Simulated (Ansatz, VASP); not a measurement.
# Be in VASP and in Ansatz

```
CELL_PARAMETERS angstrom
-1.73785 3.10081 -0.45735
0.98431 -0.02527 3.44357
5.21021 3.10634 1.26211
ATOMIC_POSITIONS crystal
Be 0.08436 0.31912 0.92134
Be 0.58437 0.31912 0.42134
Be 0.41563 0.68088 0.57865
Be 0.91564 0.68088 0.07867
Be 0.50948 0.99455 0.17149
Be 0.00945 0.99452 0.67151
Be 0.99055 0.00548 0.32849
Be 0.49053 0.00545 0.82851
```

Change from the starting cell: C type (P6_3/mmc, No. 194); cell x2, atoms moved at random (sigma 0.05 Å) and cell strained at random (1.5 %), then relaxed without symmetry.

Alike in both runs: functional PBE; k mesh 6 × 6 × 4; occupations gaussian, width 0.1 eV; no spin polarisation.

Ansatz relaxed the structure, and its values are those at the end. VASP's run is a single point on that final structure, the one shown.

|  | VASP | Ansatz |
| --- | --- | --- |
| version | VASP 6.6.1 | Ansatz 0.2.0 |
| potentials or method | VASP PAW PBE potentials, release 64 (Be), cutoff 520 eV | scalar-relativistic, plane waves, PAW |
| valence electrons in the cell | 16 | 16 |

|  | VASP | Ansatz | Ansatz less VASP |
| --- | --- | --- | --- |
| gap on the k mesh at the Fermi level (eV) | none | none | - |
| pressure (GPa) | 0.1 | 0.0 | -0.15 |
| rms of the force components (eV/Å) | 0.004 | 0.001 | -0.0024 |

A gap of «none» marks a metal or a gap that the smearing closes.
